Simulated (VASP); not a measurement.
A run of VASP 6.6.1 is set up as follows.

File INCAR:

```
PREC     = Accurate       # precision mode
ENCUT    = 520            # plane-wave cutoff, eV
EDIFF    = 1E-6           # SCF threshold, eV
ISMEAR   = -1             # smearing method
SIGMA    = 0.08           # smearing width, eV
LREAL    = False          # projectors in reciprocal space
LASPH    = True           # aspherical terms in the spheres
NELM     = 80             # most SCF steps
ALGO     = Normal         # electronic algorithm
ISIF     = 2              # what is computed and relaxed
LWAVE    = False          # write WAVECAR
LCHARG   = False          # write CHGCAR
NBANDS   = 11             # bands
ISYM     = 0
```

Contents of KPOINTS:

```
Automatic mesh
0
Gamma
  15 15 15
  0.5 0.5 0.5
```

File POSCAR:

```
BP
1.0
    0.0000000000      2.0841117159      2.0841117159
    2.0841117159      0.0000000000      2.0841117159
    2.0841117159      2.0841117159      0.0000000000
B P
1 1
Direct
    0.0000000000      0.0000000000      0.0000000000
    0.2500000000      0.2500000000      0.2500000000
```

Potentials or basis: VASP PAW LDA potentials, release 64 (B, P).

Run with:

```console
$ cat potpaw_LDA.64/B/POTCAR potpaw_LDA.64/P/POTCAR > POTCAR
$ mpirun -np 1 vasp_std > vasp.out
```

(1) Predict the pressure.

(2) Estimate the band gap on the k mesh.

## Answers

(1) 58.9 GPa.

(2) 0.91 eV, indirect (least direct gap 3.98 eV).
